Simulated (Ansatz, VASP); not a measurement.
**Two plane-wave programs on NaCl**

```
Cl Na
1.0
     0.00000    2.79406    2.79406
     2.79406    0.00000    2.79406
     2.79406    2.79406    0.00000
Cl Na
1 1
Direct
  0.50000 0.50000 0.50000
  0.00000 0.00000 0.00000
```

Alike in both runs: functional r2SCAN50; k mesh 4 × 4 × 4; occupations fermi-dirac, width 0.05 eV; no spin polarisation.

|  | VASP | Ansatz |
| --- | --- | --- |
| version | VASP 6.6.1 | Ansatz 0.2.0 |
| potentials or method | VASP PAW PBE potentials, release 64 (Cl, Na_pv) | Ansatz PAW |
| plane-wave cutoff (eV) | 520 | 500 |
| valence electrons in the cell | 14 | 16 |
| task | single point | band structure |

|  | VASP | Ansatz | Ansatz less VASP |
| --- | --- | --- | --- |
| gap on the k mesh at the Fermi level (eV) | 9.60 | 9.57 | -0.032 |
| least direct gap on the mesh (eV) | 9.60 | 9.57 | -0.032 |
| pressure (GPa) | -0.3 | -0.2 | +0.09 |

VASP's potentials were made for PBE, not for r2SCAN50. VASP's potentials hold 14 valence electrons a cell and Ansatz's 16, so a difference there can come from the potentials and not from the codes.

The k mesh is coarse, so the values compare programs but aren't converged.
